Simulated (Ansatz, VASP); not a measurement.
CsMn in VASP and in Ansatz

```
CELL_PARAMETERS angstrom
4.56927 0.00000 0.00000
0.00000 4.56927 0.00000
0.00000 0.00000 4.56927
ATOMIC_POSITIONS crystal
Cs 0.00000 0.00000 0.00000
Mn 0.50000 0.50000 0.50000
```

Alike in both runs: functional PBE; k mesh 4 × 4 × 4; occupations gaussian, width 0.1 eV; collinear spin.

Ansatz relaxed the structure, and its values are those at the end. VASP's run is a single point on that final structure, the one shown.

|  | VASP | Ansatz |
| --- | --- | --- |
| version | VASP 6.6.1 | Ansatz 0.2.0 |
| potentials or method | VASP PAW PBE potentials, release 64 (Cs_sv, Mn_pv), cutoff 500 eV | scalar-relativistic, plane waves, PAW |
| valence electrons in the cell | 22 | 24 |

```tsv
	VASP	Ansatz	Ansatz less VASP
gap on the k mesh at the Fermi level (eV)	none	none	-
pressure (GPa)	0.0	0.0	-0.03
net moment per atom (μB)	2.26	2.26	+0.003
size of the moment on the site where the two differ most (μB)	4.24	4.59	+0.351
```

Site moments also hang on the region over which each program counts them. A gap of «none» marks a metal or a gap that the smearing closes. VASP's potentials hold 22 valence electrons a cell and Ansatz's 24, so a difference there can come from the potentials and not from the codes.

Neither program's run includes spin-orbit coupling.
